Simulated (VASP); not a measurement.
Crystal: GaAs.

```
CELL_PARAMETERS angstrom
0.00000 2.83308 2.83308
2.83308 0.00000 2.83308
2.83308 2.83308 0.00000
ATOMIC_POSITIONS crystal
Ga 0.00000 0.00000 0.00000
As 0.25000 0.25000 0.25000
```

Base run:

```yaml
Program: VASP 6.6.1
Functional: HSE06
Potentials_or_basis: VASP PAW PBE potentials, release 64 (Ga_d, As)
Cutoff: 520 eV
k_mesh: 6 × 6 × 6
Occupations: gaussian, width 0.01 eV
Spin: no spin polarisation
```

Its results: band gap on the k mesh 1.36 eV; pressure 0.5 GPa.

Problem. The run is repeated on the same cell with these changes: functional from HSE06 to r2SCAN0; further incar settings from ALGO = Normal; EDIFF = 1e-06; NBANDS = 16 to ALGO = Normal; EDIFF = 1e-07; NBANDS = 16. What comes out?

Solution. Band gap on the k mesh 2.23 eV; pressure -1.4 GPa.

Caveats: the PAW data sets were made with another functional, which shifts forces and pressure a little.

A k mesh can miss the band edges.
